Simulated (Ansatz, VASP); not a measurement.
**One calculation of ZnS, two programs**

```
Zn S
1.0
     3.75646    0.00000    0.00000
    -1.87823    3.25319    0.00000
     0.00000    0.00000    8.61330
Zn S
3 3
Direct
  0.49670 0.49670 0.00000
  0.50330 0.00000 0.66667
  0.00000 0.50330 0.33333
  0.49973 0.49973 0.50000
  0.50027 0.00000 0.16667
  0.00000 0.50027 0.83333
```

Alike in both runs: functional PBE; dispersion D3(BJ); k mesh 6 × 6 × 2; occupations gaussian, width 0.1 eV; no spin polarisation.

Ansatz relaxed the structure, and its values are those at the end. VASP's run is a single point on that final structure, the one shown.

|  | VASP | Ansatz |
| --- | --- | --- |
| version | VASP 6.6.1 | Ansatz 0.2.0 |
| potentials or method | VASP PAW PBE potentials, release 64 (Zn, S), cutoff 520 eV | scalar-relativistic, plane waves, PAW |
| valence electrons in the cell | 54 | 54 |

|  | VASP | Ansatz | Ansatz less VASP |
| --- | --- | --- | --- |
| gap on the k mesh at the Fermi level (eV) | 1.60 | 1.60 | -0.001 |
| least direct gap on the mesh (eV) | 1.75 | 1.75 | +0.002 |
| pressure (GPa) | 0.2 | 0.0 | -0.18 |
| rms of the force components (eV/Å) | 0.009 | 0.008 | -0.0005 |
